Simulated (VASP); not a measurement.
# MoS2 (R3m) in VASP: a series of runs

MoS2 is run at these levels: PBE; tasks: electric field gradients, density of states.

Everything below comes from runs of VASP 6.6.1. Logs are shortened: lines on timing, memory, paths and dates and some standing lists are left out, and cuts for length are marked.

### 1 The cell of the first run

It takes space group R3m (No. 160, trigonal). Conventional cell: a = 3.163 Å, b = 3.163 Å, c = 18.370 Å, α = 90.00°, β = 90.00°, γ = 120.00°. Within 3.1 Å of Mo (site symmetry 3m) lie 6 S at 2.36 Å. S (site symmetry 3m) has 3 Mo at 2.36 Å and 1 S at 3.00 Å within 3.1 Å. S (site symmetry 3m) has 3 Mo at 2.36 Å and 1 S at 3.00 Å within 3.1 Å.

### 2 Electric field gradients, PBE

The input, INCAR:

```
PREC     = Accurate       # precision mode
ENCUT    = 520            # plane-wave cutoff, eV
EDIFF    = 1E-8           # SCF threshold, eV
ISMEAR   = -1             # smearing method
SIGMA    = 0.05           # smearing width, eV
LREAL    = F              # projectors in reciprocal space
LASPH    = T              # aspherical terms in the spheres
NELM     = 100            # most SCF steps
ALGO     = Normal         # electronic algorithm
ISIF     = 2              # what is computed and relaxed
LWAVE    = F              # write WAVECAR
LCHARG   = F              # write CHGCAR
GGA      = PE             # functional
LEFG     = T            
NBANDS   = 20             # bands
```

The input, KPOINTS:

```
regular mesh
0
Gamma
  13 13 13
```

The input, POSCAR:

```
MoS2
1.0
    1.5815003568      0.9130796567      6.1233300000
   -1.5815003568      0.9130796567      6.1233300000
    0.0000000000     -1.8261593134      6.1233300000
Mo S
1 2
Direct
    0.0000000000      0.0000000000      0.0000000000
    0.7484000000      0.7484000000      0.7484000000
    0.5849000000      0.5849000000      0.5849000000
```

Potentials or basis: VASP PAW PBE potentials, release 64 (Mo_sv, S).

Launch:

```bash
$ cat potpaw_PBE.64/Mo_sv/POTCAR potpaw_PBE.64/S/POTCAR > POTCAR
$ mpirun -np 1 vasp_std > vasp.out
```

OUTCAR:

```text
PREC = Accurate
   ENCUT = 520
   EDIFF = 1E-8
   ISMEAR = -1
   LREAL = F
   LASPH = T
   NELM = 100
   ISIF = 2
   GGA = PE

 ion  position               nearest neighbor table
   1  0.000  0.000  0.000-   2 2.36   2 2.36   2 2.36   3 2.36   3 2.36   3 2.36
   2  0.748  0.748  0.748-   1 2.36   1 2.36   1 2.36
   3  0.585  0.585  0.585-   1 2.36   1 2.36   1 2.36

  LATTYP: Found a trigonal (rhomboedric) cell.
 ALAT       =     6.3898378796
 COS(alpha) =     0.8774851014

  Lattice vectors:

 A1 = (   1.5815003568,   0.9130796567,   6.1233300000)
 A2 = (  -1.5815003568,   0.9130796567,   6.1233300000)
 A3 = (   0.0000000000,  -1.8261593134,   6.1233300000)

Analysis of symmetry for initial positions (statically):
=====================================================================
 Subroutine PRICEL returns:
 Original cell was already a primitive cell.

 Routine SETGRP: Setting up the symmetry group for a
 trigonal (rhombohedral) supercell.

 Subroutine GETGRP returns: Found  6 space group operations
 (whereof  6 operations were pure point group operations)
 out of a pool of 12 trial point group operations.

The static configuration has the point symmetry C_3v.

Analysis of symmetry for dynamics (positions and initial velocities):
=====================================================================
 Subroutine PRICEL returns:
 Original cell was already a primitive cell.

 Routine SETGRP: Setting up the symmetry group for a
 trigonal (rhombohedral) supercell.

 Subroutine GETGRP returns: Found  6 space group operations
 (whereof  6 operations were pure point group operations)
 out of a pool of 12 trial point group operations.

The dynamic configuration has the point symmetry C_3v.

 Subroutine INISYM returns: Found  6 space group operations
 (whereof  6 operations are pure point group operations),
 and found     1 'primitive' translations

----------------------------------------------------------------------------------------

                                     Primitive cell

  volume of cell :      53.0538

  direct lattice vectors                    reciprocal lattice vectors
[... 128 lines left out ...]
 Free energy of the ion-electron system (eV)
  ---------------------------------------------------
  ext. energy  EPLUGINS =         0.00000000
  ---------------------------------------------------
  free energy    TOTEN  =       -21.72302712 eV

  energy without entropy =      -21.72302137  energy(sigma->0) =      -21.72302425

 E-fermi :   8.1166     XC(G=0): -10.7966

 val. band max:        7.8093312469   @ k =   0.4615   0.4615   0.4615
 cond. band min:       8.5730676069   @ k =  -0.3077   0.3077   0.0000
 fundamental gap:      0.7637363599
 Fermi energy:         8.1165705544

 k-point     1 :       0.0000    0.0000    0.0000
  band No.  band energies     occupation
      1     -53.8756      2.00000
      2     -28.0512      2.00000
      3     -27.8374      2.00000
      4     -27.8374      2.00000
      5      -7.5421      2.00000
      6      -5.7064      2.00000
[... 541 lines left out ...]
     19      15.7133      0.00000
     20      16.2855      0.00000

 [... further k-points ...]

------------------------ aborting loop because EDIFF is reached ----------------------------------------

  FORCE on cell =-STRESS in cart. coord.  units (eV):
  Direction    XX          YY          ZZ          XY          YZ          ZX
  --------------------------------------------------------------------------------------
  -------------------------------------------------------------------------------------
  Total        2.2482644      2.2482644      4.5458514      0.0000000      0.0000000      0.0000000
  in kB       67.8955153     67.8955153    137.2805278      0.0000000      0.0000000      0.0000000
  external PRESSURE =      91.0238528 kB  Pullay stress =       0.0000000 kB

 VOLUME and BASIS-vectors are now :
 -----------------------------------------------------------------------------
  energy-cutoff  :      520.00
  volume of cell :       53.05
      direct lattice vectors                 reciprocal lattice vectors
     1.581500357  0.913079657  6.123330000     0.316155477  0.182532450  0.054436611
    -1.581500357  0.913079657  6.123330000    -0.316155477  0.182532450  0.054436611
     0.000000000 -1.826159313  6.123330000     0.000000000 -0.365064900  0.054436611

 POSITION                                       TOTAL-FORCE (eV/Angst)
 -----------------------------------------------------------------------------------
      0.00000      0.00000      0.00000         0.000000     -0.000000     -0.002609
      0.00000      0.00000     13.74810         0.000000      0.000000      1.272962
      0.00000      0.00000     10.74461         0.000000     -0.000000     -1.270353
 -----------------------------------------------------------------------------------
    total drift:                                0.000000      0.000000     -0.000010

  FREE ENERGIE OF THE ION-ELECTRON SYSTEM (eV)
  ---------------------------------------------------
  free  energy   TOTEN  =       -21.7230271249 eV

  energy  without entropy=      -21.7230213665  energy(sigma->0) =      -21.72302425

 Electric field gradients (V/A^2)
---------------------------------------------------------------------
 ion       V_xx      V_yy      V_zz      V_xy      V_xz      V_yz
---------------------------------------------------------------------
   1      46.682    46.682   -93.364     0.000     0.000    -0.000
   2      31.492    31.492   -62.984     0.000    -0.000    -0.000
   3      30.829    30.829   -61.657     0.000     0.000     0.000
---------------------------------------------------------------------

 Electric field gradients after diagonalization (V/A^2)
 (convention: |V_zz| > |V_xx| > |V_yy|)
----------------------------------------------------------------------
 ion       V_xx      V_yy      V_zz     asymmetry (V_yy - V_xx)/ V_zz
----------------------------------------------------------------------
   1      46.682    46.682   -93.364       0.000
   2      31.492    31.492   -62.984       0.000
   3      30.829    30.829   -61.657       0.000
----------------------------------------------------------------------

           NMR quadrupolar parameters

 Cq : quadrupolar parameter    Cq=e*Q*V_zz/h
 eta: asymmetry parameters     (V_yy - V_xx)/ V_zz
 Q  : nuclear electric quadrupole moment in mb (millibarn)
----------------------------------------------------------------------
 ion       Cq(MHz)       eta       Q (mb)
----------------------------------------------------------------------
   1      -0.226       0.000       1.000
   2      -0.152       0.000       1.000
   3      -0.149       0.000       1.000
----------------------------------------------------------------------
```

stdout:

```text
POSCAR found type information on POSCAR MoS
 POSCAR found :  2 types and       3 ions
 scaLAPACK will be used
 LDA part: xc-table for (Slater+PW92), standard interpolation
 POSCAR, INCAR and KPOINTS ok, starting setup
 FFT: planning ... GRIDC
 FFT: planning ... GRID_SOFT
 FFT: planning ... GRID
 WAVECAR not read
 entering main loop
ion   1

ion   2

ion   3
```

Wall time 9.4 min (1 thread of AMD EPYC 9R45 (Zen 5), shared host); peak memory 0.44 GiB.

Results:

* Free energy: -21.7230 eV
* Pressure: 9.1 GPa
* Largest force: 1.273 eV/Å
* Band gap on the k mesh: 0.76 eV, indirect (least direct gap 1.81 eV)

Forces on the atoms (eV/Å):
```
Mo   0.000  0.000 -0.003
S    0.000  0.000  1.273
S    0.000  0.000 -1.270
```

Electric field gradients, principal values (V/Å²):
```
atom   least  middle  greatest (by size)
1 Mo  46.682  46.682             -93.364
 2 S  31.492  31.492             -62.984
 3 S  30.829  30.829             -61.657
```

Caveat: without QUAD_EFG the Cq values of the log hold for a quadrupole moment of 1 mb, not for the nuclei; forces of over 1 eV/Å act on the atoms, so gaps and moduli don't describe the material at rest. A k mesh can miss the band edges.

### 3 Electric field gradients, PBE

The input, INCAR:

```
SYSTEM = MoS2
PREC     = Accurate       ! precision mode
ENCUT    = 520            ! plane-wave cutoff, eV
EDIFF    = 1E-8           ! SCF threshold, eV
ISMEAR   = -1             ! smearing method
SIGMA    = 0.05           ! smearing width, eV
LREAL    = .False.        ! projectors in reciprocal space
LASPH    = .True.         ! aspherical terms in the spheres
NELM     = 80             ! most SCF steps
ALGO     = Normal         ! electronic algorithm
ISIF     = 2              ! what is computed and relaxed
LWAVE    = .False.        ! write WAVECAR
LCHARG   = .False.        ! write CHGCAR
GGA      = PE             ! functional
LEFG     = .True.       
NBANDS   = 20             ! bands
```

The input, KPOINTS:

```
Automatic mesh
0
Gamma
  13 13 13
  0 0 0
```

POSCAR is that of step 2.

Potentials or basis: VASP PAW PBE potentials, release 64 (Mo_sv, S).

Launch:

```bash
$ cat potpaw_PBE.64/Mo_sv/POTCAR potpaw_PBE.64/S/POTCAR > POTCAR
$ mpirun -np 1 vasp_std > vasp.out
```

OUTCAR:

```text
SYSTEM = MoS2
   PREC = Accurate
   ENCUT = 520
   EDIFF = 1E-8
   ISMEAR = -1
   LREAL = .False.
   LASPH = .True.
   NELM = 80
   ISIF = 2
   GGA = PE

 ion  position               nearest neighbor table
   1  0.000  0.000  0.000-   2 2.36   2 2.36   2 2.36   3 2.36   3 2.36   3 2.36
   2  0.748  0.748  0.748-   1 2.36   1 2.36   1 2.36
   3  0.585  0.585  0.585-   1 2.36   1 2.36   1 2.36

  LATTYP: Found a trigonal (rhomboedric) cell.
 ALAT       =     6.3898378796
 COS(alpha) =     0.8774851014

  Lattice vectors:

 A1 = (   1.5815003568,   0.9130796567,   6.1233300000)
[... 771 lines left out ...]

 Electric field gradients (V/A^2)
---------------------------------------------------------------------
 ion       V_xx      V_yy      V_zz      V_xy      V_xz      V_yz
---------------------------------------------------------------------
   1      46.682    46.682   -93.364     0.000     0.000    -0.000
   2      31.492    31.492   -62.984     0.000    -0.000    -0.000
   3      30.829    30.829   -61.657     0.000     0.000     0.000
---------------------------------------------------------------------

 Electric field gradients after diagonalization (V/A^2)
 (convention: |V_zz| > |V_xx| > |V_yy|)
----------------------------------------------------------------------
 ion       V_xx      V_yy      V_zz     asymmetry (V_yy - V_xx)/ V_zz
----------------------------------------------------------------------
   1      46.682    46.682   -93.364       0.000
   2      31.492    31.492   -62.984       0.000
   3      30.829    30.829   -61.657       0.000
----------------------------------------------------------------------

           NMR quadrupolar parameters

 Cq : quadrupolar parameter    Cq=e*Q*V_zz/h
 eta: asymmetry parameters     (V_yy - V_xx)/ V_zz
 Q  : nuclear electric quadrupole moment in mb (millibarn)
----------------------------------------------------------------------
 ion       Cq(MHz)       eta       Q (mb)
----------------------------------------------------------------------
   1      -0.226       0.000       1.000
   2      -0.152       0.000       1.000
   3      -0.149       0.000       1.000
----------------------------------------------------------------------
```

Run time: 8.6 min. Hardware: 1 thread of AMD EPYC 9R45 (Zen 5), shared host; peak memory 0.43 GiB.

Results:

* Free energy: -21.7230 eV
* Pressure: 9.1 GPa
* Largest force: 1.273 eV/Å
* Band gap on the k mesh: 0.76 eV, indirect (least direct gap 1.81 eV)

Forces in eV/Å, atoms in the order of the input:
```
Mo   0.000  0.000 -0.003
S    0.000  0.000  1.273
S    0.000  0.000 -1.270
```

Stress tensor (GPa, compression positive):
```
 6.79  0.00  0.00
 0.00  6.79  0.00
 0.00  0.00 13.73
```

Levels at points of the mesh, in eV from the valence-band top:
| k point | band 11 | band 12 | band 13 | band 14 | band 15 | band 16 |
| --- | --- | --- | --- | --- | --- | --- |
| (0.00, 0.00, 0.00) | -2.64 | -1.32 | -1.15 | 1.91 | 1.91 | 2.43 |

Electric field gradients, principal values (V/Å²):
| atom | least | middle | greatest (by size) |
| --- | --- | --- | --- |
| 1 Mo | 46.682 | 46.682 | -93.364 |
| 2 S | 31.492 | 31.492 | -62.984 |
| 3 S | 30.829 | 30.829 | -61.657 |

Caveat: without QUAD_EFG the Cq values of the log hold for a quadrupole moment of 1 mb, not for the nuclei; forces of over 1 eV/Å act on the atoms, so gaps and moduli don't describe the material at rest.

(Part 1 of 3 ends here.)
